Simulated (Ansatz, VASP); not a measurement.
## Cu in VASP and in Ansatz

```
Cu
1.0
     0.00000    1.78161    1.78161
     1.78161    0.00000    1.78161
     1.78161    1.78161    0.00000
Cu
1
Direct
  0.00000 0.00000 0.00000
```

Alike in both runs: functional PBEsol; k mesh 20 × 20 × 20; occupations gaussian, width 0.1 eV; no spin polarisation.

Ansatz relaxed the structure, and its values are those at the end. VASP's run is a single point on that final structure, the one shown.

|  | VASP | Ansatz |
| --- | --- | --- |
| version | VASP 6.6.1 | Ansatz 0.2.0 |
| potentials or method | VASP PAW PBE potentials, release 64 (Cu), cutoff 600 eV | scalar-relativistic, plane waves, PAW |
| valence electrons in the cell | 11 | 19 |

|  | VASP | Ansatz | Ansatz less VASP |
| --- | --- | --- | --- |
| gap on the k mesh at the Fermi level (eV) | none | none | - |
| pressure (GPa) | 0.9 | 0.0 | -0.85 |

VASP's potentials were made for PBE, not for PBEsol, and Ansatz warns of the same on its side. A gap of «none» marks a metal or a gap that the smearing closes. The functional is the same, so the differences come from potentials, cutoffs and numerics. VASP's potentials hold 11 valence electrons a cell and Ansatz's 19, so a difference there can come from the potentials and not from the codes.
